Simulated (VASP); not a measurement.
A run of VASP 6.6.1 is set up as follows.

The input INCAR:

```
  ALGO = Normal
  EDIFF = 1E-6
  ENCUT = 520
  GGA = PS
  ISIF = 2
  ISMEAR = 0
  LASPH = T
  LCHARG = F
  LREAL = F
  LWAVE = F
  NBANDS = 13
  NELM = 60
  PREC = Accurate
  SIGMA = 0.1
```

Contents of KPOINTS:

```
k-points
0
Gamma
  14 14 14
```

Contents of POSCAR:

```
AlCo
1.0
    2.7649655814      0.0000000000      0.0000000000
    0.0000000000      2.7649655814      0.0000000000
    0.0000000000      0.0000000000      2.7649655814
Al Co
1 1
Direct
    0.0000000000      0.0000000000      0.0000000000
    0.5000000000      0.5000000000      0.5000000000
```

Potentials or basis: VASP PAW PBE potentials, release 64 (Al, Co).

The run is started by

```sh
$ cat potpaw_PBE.64/Al/POTCAR potpaw_PBE.64/Co/POTCAR > POTCAR
$ mpirun -np 1 vasp_std > vasp.out
```

Problem. What does it give for the pressure?

Solution. 13.8 GPa.

Problem. Estimate the band gap on the k mesh.

Solution. Zero (band 6 reaches 14.08 eV, above the bottom of band 7 at 11.43 eV).

Caveat: the PAW data sets were made with another functional, which shifts forces and pressure a little. Spin polarisation is off, so any magnetic state and its effect on volume and gap are missing.
